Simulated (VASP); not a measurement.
Write the native input for VASP 6.6.1 that does the following.

| Property | Result |
| --- | --- |
| Task | single point |
| Functional | PBE |
| Dispersion | D3(BJ) |
| Potentials or basis | VASP PAW PBE potentials, release 64 (Sn_d, O) |
| Cutoff | 520 eV |
| k mesh | 12 × 12 × 4 |
| Occupations | gaussian, width 0.05 eV |
| Spin | no spin polarisation |
| Dipole correction | no |
| Further INCAR settings | ALGO = Normal; EDIFF = 1e-06; NBANDS = 35 |

The structure of SnO2 lies in POSCAR:

```
SnO2
1.0
    3.2111798104      0.0000000000      0.0000000000
   -1.6055899052      2.7809632919      0.0000000000
    0.0000000000      0.0000000000     10.3330629359
Sn O
2 4
Direct
   -0.0779839477      0.0000000000      0.5000000000
    0.0779839477      0.0000000000      0.0000000000
    0.5876925777      0.3333333333      0.4017901351
    0.7456407556      0.3333333333      0.0982098649
    0.2543592444      0.6666666667      0.5982098649
    0.4123074223      0.6666666667      0.9017901351
```

One way to write it, as run:

INCAR

```
PREC = Accurate ; ENCUT = 520
EDIFF = 1E-6 ; ISMEAR = 0
SIGMA = 0.05 ; LREAL = F
LASPH = T ; NELM = 80
ALGO = Normal ; ISIF = 2
LWAVE = F ; LCHARG = T
GGA = PE ; IVDW = 12
LELF = T ; LVHAR = T
NBANDS = 35
```

KPOINTS

```
Automatic mesh
0
Gamma
  12 12 4
```

Potentials or basis: VASP PAW PBE potentials, release 64 (Sn_d, O).

Command:

```console
$ cat potpaw_PBE.64/Sn_d/POTCAR potpaw_PBE.64/O/POTCAR > POTCAR
$ mpirun -np 1 vasp_std > vasp.out
```

It gave:

```yaml
Pressure: 0.5 GPa
Largest_force: 0.066 eV/Å
Band_gap_on_the_k_mesh: 2.09 eV, indirect (least direct gap 2.44 eV)
Dispersion_energy_per_atom: -0.165 eV
```

Caveat: spin-orbit coupling is left out, which moves the levels of the heavy elements.

It took 4.6 min on 1 thread of Intel(R) Xeon(R) Platinum 8488C (Sapphire Rapids), with other jobs on the host, peak memory 0.44 GiB.
